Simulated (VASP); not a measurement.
# TiNi (P4/mmm) in VASP: single point with PBEsol

Aim: the single point of TiNi with PBEsol.

Program: VASP 6.6.1. These are calculated values, not measurements. Logs are shortened: lines on timing, memory, paths and dates and some standing lists are left out, and cuts for length are marked.

## (1) The cell of the first run

It takes space group P4/mmm (No. 123, tetragonal). Conventional cell: a = 2.736 Å, b = 2.736 Å, c = 3.581 Å, α = 90.00°, β = 90.00°, γ = 90.00°. Ti (site symmetry 4/mmm) has 8 Ni at 2.64 Å and 4 Ti at 2.74 Å within 3.5 Å. Ni (site symmetry 4/mmm) has 8 Ti at 2.64 Å and 4 Ni at 2.74 Å within 3.5 Å.

## (2) Single point, PBEsol

Input file INCAR:

```
  PREC = Accurate
  ENCUT = 520
  EDIFF = 1E-7
  ISMEAR = -1
  SIGMA = 0.05
  LREAL = F
  LASPH = T
  NELM = 80
  ALGO = Normal
  ISIF = 2
  LWAVE = F
  LCHARG = F
  GGA = PS
  NBANDS = 30
```

Input file KPOINTS:

```
regular mesh
0
Gamma
  12 6 9
```

Input file POSCAR:

```
TiNi
1.0
    2.7358030000      0.0000000000      0.0000000000
    0.0000000000      5.4716060000      0.0000000000
    0.0000000000      0.0000000000      3.5814100000
Ti Ni
2 2
Direct
    0.5000000000      0.2500000000      0.5000000000
    0.5000000000      0.7500000000      0.5000000000
    0.0000000000      0.0000000000      0.0000000000
    0.0000000000      0.5000000000      0.0000000000
```

Potentials or basis: VASP PAW PBE potentials, release 64 (Ti_sv, Ni).

The run is started by

```sh
cat potpaw_PBE.64/Ti_sv/POTCAR potpaw_PBE.64/Ni/POTCAR > POTCAR
mpirun -np 1 vasp_std > vasp.out
```

OUTCAR:

```text
PREC = Accurate
   ENCUT = 520
   EDIFF = 1E-7
   ISMEAR = -1
   LREAL = F
   LASPH = T
   NELM = 80
   ISIF = 2
   GGA = PS

 ion  position               nearest neighbor table
   1  0.500  0.250  0.500-   3 2.64   4 2.64   3 2.64   4 2.64   3 2.64   4 2.64   3 2.64   4 2.64
                             2 2.74   2 2.74
   2  0.500  0.750  0.500-   3 2.64   4 2.64   3 2.64   4 2.64   3 2.64   4 2.64   3 2.64   4 2.64
                             1 2.74   1 2.74
   3  0.000  0.000  0.000-   1 2.64   2 2.64   1 2.64   2 2.64   1 2.64   2 2.64   1 2.64   2 2.64
                             4 2.74   4 2.74
   4  0.000  0.500  0.000-   1 2.64   2 2.64   1 2.64   2 2.64   1 2.64   2 2.64   1 2.64   2 2.64
                             3 2.74   3 2.74

  LATTYP: Found a simple orthorhombic cell.
 ALAT       =     2.7358030000
 B/A-ratio  =     1.3090891413
 C/A-ratio  =     2.0000000000

  Lattice vectors:

 A1 = (  -2.7358030000,   0.0000000000,   0.0000000000)
 A2 = (   0.0000000000,   0.0000000000,   3.5814100000)
 A3 = (   0.0000000000,   5.4716060000,   0.0000000000)

Analysis of symmetry for initial positions (statically):
=====================================================================
 Subroutine PRICEL returns following result:

  LATTYP: Found a simple tetragonal cell.
 ALAT       =     2.7358030000
 C/A-ratio  =     1.3090891413

  Lattice vectors:

 A1 = (   2.7358030000,   0.0000000000,   0.0000000000)
 A2 = (   0.0000000000,   2.7358030000,   0.0000000000)
 A3 = (   0.0000000000,   0.0000000000,   3.5814100000)

   2 primitive cells build up your supercell.

 Routine SETGRP: Setting up the symmetry group for a
 simple orthorhombic supercell.

 Subroutine GETGRP returns: Found  8 space group operations
 (whereof  8 operations were pure point group operations)
 out of a pool of  8 trial point group operations.

The static configuration has the point symmetry D_2h.

Analysis of symmetry for dynamics (positions and initial velocities):
=====================================================================
 Subroutine PRICEL returns following result:

  LATTYP: Found a simple tetragonal cell.
 ALAT       =     2.7358030000
 C/A-ratio  =     1.3090891413

  Lattice vectors:

 A1 = (   2.7358030000,   0.0000000000,   0.0000000000)
 A2 = (   0.0000000000,   2.7358030000,   0.0000000000)
 A3 = (   0.0000000000,   0.0000000000,   3.5814100000)

   2 primitive cells build up your supercell.

 Routine SETGRP: Setting up the symmetry group for a
 simple orthorhombic supercell.

 Subroutine GETGRP returns: Found  8 space group operations
 (whereof  8 operations were pure point group operations)
 out of a pool of  8 trial point group operations.

The dynamic configuration has the point symmetry D_2h.

 Subroutine INISYM returns: Found  8 space group operations
 (whereof  8 operations are pure point group operations),
 and found     2 'primitive' translations

----------------------------------------------------------------------------------------

                                     Primitive cell

  volume of cell :      26.8055

  direct lattice vectors                    reciprocal lattice vectors
     2.735803000  0.000000000  0.000000000     0.365523395  0.000000000  0.000000000
     0.000000000  2.735803000  0.000000000     0.000000000  0.365523395  0.000000000
     0.000000000  0.000000000  3.581410000     0.000000000  0.000000000  0.279219637

  length of vectors
     2.735803000  2.735803000  3.581410000     0.365523395  0.365523395  0.279219637

  position of ions in fractional coordinates (direct lattice)
     0.500000000  0.500000000  0.500000000
     0.000000000  0.000000000  0.000000000

  ion indices of the primitive-cell ions
   primitive index   ion index
                 1           1
                 2           3

----------------------------------------------------------------------------------------

 KPOINTS: regular mesh

Automatic generation of k-mesh.
 Grid dimensions read from file:
 generate k-points for:   12    6    9

 Generating k-lattice:

  Cartesian coordinates                     Fractional coordinates (reciprocal lattice)
     0.030460283  0.000000000  0.000000000     0.083333333  0.000000000  0.000000000
     0.000000000  0.030460283  0.000000000     0.000000000  0.166666667  0.000000000
     0.000000000  0.000000000  0.031024404     0.000000000  0.000000000  0.111111111

  Length of vectors
     0.030460283  0.030460283  0.031024404

  Shift w.r.t. Gamma in fractional coordinates (k-lattice)
     0.000000000  0.000000000  0.000000000

 Subroutine IBZKPT returns following result:
 ===========================================

 Found    140 irreducible k-points:

 Following reciprocal coordinates:
            Coordinates               Weight
  0.000000  0.000000  0.000000      1.000000
  0.083333  0.000000  0.000000      2.000000
  0.166667  0.000000  0.000000      2.000000
  0.250000  0.000000  0.000000      2.000000
  0.333333  0.000000  0.000000      2.000000
  0.416667  0.000000  0.000000      2.000000
[... 16 lines left out ...]
  0.083333  0.500000  0.000000      2.000000
  0.166667  0.500000  0.000000      2.000000
 [... further k-points ...]
   k-points           NKPTS =    140   k-points in BZ     NKDIM =    140   number of bands    NBANDS=     30
   number of dos      NEDOS =    301   number of ions     NIONS =      4
   total plane-waves  NPLWV =  23520
   dimension x,y,z NGX =    20 NGY =   42 NGZ =   28
   dimension x,y,z NGXF=    40 NGYF=   84 NGZF=   56
   ions per type =               2   2
   NGX,Y,Z   is equivalent  to a cutoff of  12.15, 12.76, 13.00 a.u.
   NGXF,Y,Z  is equivalent  to a cutoff of  24.31, 25.52, 25.99 a.u.
 SYSTEM =  unknown system
   PREC   = accura    normal or accurate (medium, high low for compatibility)
   ISTART =      0    job   : 0-new  1-cont  2-samecut
   ICHARG =      2    charge: 1-file 2-atom 10-const
   ISPIN  =      1    spin polarized calculation?
   LNONCOLLINEAR =      F non collinear calculations
   LSORBIT =      F    spin-orbit coupling
   LASPH  =      T    aspherical Exc in radial PAW
   ENCUT  =  520.0 eV  38.22 Ry    6.18 a.u.   5.09 10.17  6.66*2*pi/ulx,y,z
   NELM   =     80;   NELMIN=  2; NELMDL= -5     # of ELM steps
   EDIFF  = 0.1E-06   stopping-criterion for ELM
   LREAL  =      F    real-space projection
   EDIFFG = 0.1E-05   stopping-criterion for IOM
   NSW    =      0    number of steps for IOM
   IBRION =     -1    ionic relax: 0-MD 1-quasi-New 2-CG
   NFREE  =      0    steps in history (QN), initial steepest desc. (CG)
   ISIF   =      2    stress and relaxation
   ISYM   =      2    0-nonsym 1-usesym 2-fastsym
   POTIM  = 0.5000    time-step for ionic-motion
   TEBEG  =    0.0;   TEEND  =   0.0 temperature during run
   PSTRESS=    0.0 pullay stress
   NELECT =      44.0000    total number of electrons
   NUPDOWN=      -1.0000    fix difference up-down
   EMIN   =  10.00;   EMAX   =-10.00  energy-range for DOS
   EFERMI =   0.00;   METHOD = LEGACY
   ISMEAR =    -1;   SIGMA  =   0.05  broadening in eV -4-tet -1-fermi 0-gaus
   EFERMI_NEDOS =   21; number of points for ismear=-14 and -15
   IALGO  =     38    algorithm
   IMIX   =      4    mixing-type and parameters
     AMIX     =   0.40;   BMIX     =  1.00
     AMIX_MAG =   1.60;   BMIX_MAG =  1.00
  volume/ion in A,a.u.               =      13.40        90.45
  Fermi-wavevector in a.u.,A,eV,Ry     =   1.532761  2.896499 31.964941  2.349357
  Thomas-Fermi vector in A             =   2.639922
   LORBIT       =      0    0 simple, 1 ext, 2 COOP (PROOUT), +10 PAW based schemes
   GGA     = PS    functional components
   LHFCALC =     F    Hartree Fock is set to
   AEXX    =    0.0000 exact exchange contribution
   IVDW    =     0    specifies the selected vdW correction
   LEPSILON=     F    determine dielectric tensor
   LRPA    =     F    only Hartree local field effects (RPA)
 non-spin polarized calculation
  energy-cutoff  :      520.00
  volume of cell :       53.61
 maximum number of plane-waves:      1466
   NGX = 11   NGY = 21   NGZ = 13

 number of electron      44.0000030 magnetization

 Free energy of the ion-electron system (eV)
  ---------------------------------------------------
  ext. energy  EPLUGINS =         0.00000000
  ---------------------------------------------------
  free energy    TOTEN  =       -30.31431220 eV

  energy without entropy =      -30.27222450  energy(sigma->0) =      -30.29326835

 E-fermi :   9.1775     XC(G=0): -12.6291

 val. band max:        9.1741881036   @ k =   0.0833   0.3333   0.0000
 cond. band min:       9.1784378441   @ k =   0.0833   0.3333   0.0000
 fundamental gap:      0.0042497405
 Fermi energy:         9.1775295300

 k-point     1 :       0.0000    0.0000    0.0000
  band No.  band energies     occupation
      1     -47.4386      2.00000
      2     -47.3537      2.00000
      3     -24.0780      2.00000
      4     -23.7811      2.00000
      5     -23.7109      2.00000
      6     -23.4408      2.00000
[... 22 lines left out ...]
     29      12.1195      0.00000
     30      12.5642      0.00000

 k-point     2 :       0.0833    0.0000    0.0000
  band No.  band energies     occupation
      1     -47.4329      2.00000
      2     -47.3483      2.00000
      3     -24.0715      2.00000
      4     -23.7765      2.00000
      5     -23.7060      2.00000
      6     -23.4850      2.00000
[... 22 lines left out ...]
     29      12.1027      0.00000
     30      12.4113      0.00000

 k-point     3 :       0.1667    0.0000    0.0000
  band No.  band energies     occupation
      1     -47.4175      2.00000
      2     -47.3337      2.00000
      3     -24.0538      2.00000
      4     -23.7637      2.00000
      5     -23.6927      2.00000
      6     -23.6045      2.00000
[... 22 lines left out ...]
     29      12.0256      0.00000
     30      12.0555      0.00000

 k-point     4 :       0.2500    0.0000    0.0000
  band No.  band energies     occupation
      1     -47.3963      2.00000
      2     -47.3136      2.00000
      3     -24.0296      2.00000
      4     -23.7651      2.00000
      5     -23.7461      2.00000
      6     -23.6876      2.00000
[... 616 lines left out ...]
     29      11.9880      0.00000
     30      11.9880      0.00000

 k-point    23 :       0.0833    0.5000    0.0000
  band No.  band energies     occupation
      1     -47.3909      2.00000
      2     -47.3909      2.00000
      3     -23.7601      2.00000
      4     -23.7601      2.00000
      5     -23.7414      2.00000
      6     -23.7414      2.00000
[... 22 lines left out ...]
     29      11.9099      0.00000
     30      11.9099      0.00000

 k-point    24 :       0.1667    0.5000    0.0000
  band No.  band energies     occupation
      1     -47.3758      2.00000
      2     -47.3758      2.00000
      3     -23.7464      2.00000
      4     -23.7464      2.00000
      5     -23.7283      2.00000
      6     -23.7283      2.00000
[... 22 lines left out ...]
     29      11.7486      0.00000
     30      11.7486      0.00000

 [... further k-points ...]
[... 5 lines left out ...]
  --------------------------------------------------------------------------------------
  -------------------------------------------------------------------------------------
  Total       -1.8991817     -1.8999146     -2.5532582      0.0000000      0.0000000      0.0000000
  in kB      -56.7575207    -56.7794239    -76.3047600      0.0000000      0.0000000      0.0000000
  external PRESSURE =     -63.2805682 kB  Pullay stress =       0.0000000 kB

 VOLUME and BASIS-vectors are now :
 -----------------------------------------------------------------------------
  energy-cutoff  :      520.00
  volume of cell :       53.61
      direct lattice vectors                 reciprocal lattice vectors
     2.735803000  0.000000000  0.000000000     0.365523395  0.000000000  0.000000000
     0.000000000  5.471606000  0.000000000     0.000000000  0.182761697  0.000000000
     0.000000000  0.000000000  3.581410000     0.000000000  0.000000000  0.279219637

 POSITION                                       TOTAL-FORCE (eV/Angst)
 -----------------------------------------------------------------------------------
      1.36790      1.36790      1.79070        -0.000000      0.000000     -0.000000
      1.36790      4.10370      1.79070        -0.000000     -0.000000     -0.000000
      0.00000      0.00000      0.00000         0.000000     -0.000000      0.000000
      0.00000      2.73580      0.00000         0.000000      0.000000      0.000000
 -----------------------------------------------------------------------------------
    total drift:                               -0.000000      0.000000      0.000000

  FREE ENERGIE OF THE ION-ELECTRON SYSTEM (eV)
  ---------------------------------------------------
  free  energy   TOTEN  =       -30.3143122033 eV

  energy  without entropy=      -30.2722245027  energy(sigma->0) =      -30.29326835
```

Run time: 6.6 min. Hardware: 1 thread of Intel Xeon 8259CL, shared host; peak memory 0.31 GiB.

What came out:

| Property | Result |
| --- | --- |
| Free energy | -30.3143 eV |
| Pressure | -6.3 GPa |
| Band gap on the k mesh | zero (band 22 reaches 10.03 eV, above the bottom of band 23 at 8.78 eV) |

Stress tensor (GPa, compression positive):
```
-5.68  0.00  0.00
 0.00 -5.68  0.00
 0.00  0.00 -7.63
```

Levels at points of the mesh, in eV from the Fermi level:
```csv
k point,band 19,band 20,band 21,band 22,band 23,band 24,band 25,band 26
"(0.00, 0.00, 0.00)",-1.46,-1.18,-0.73,-0.37,-0.28,0.42,0.67,1.58
"(0.50, 0.00, 0.00)",-0.73,-0.72,-0.37,0.11,0.42,1.58,2.16,2.16
"(0.00, 0.50, 0.00)",-1.43,-1.43,-0.08,-0.08,0.41,0.41,0.94,0.94
"(0.50, 0.50, 0.00)",-0.54,-0.54,0.02,0.02,0.98,0.98,1.27,1.27
```

Caveat: the PAW data sets were made with another functional, which shifts forces and pressure a little.
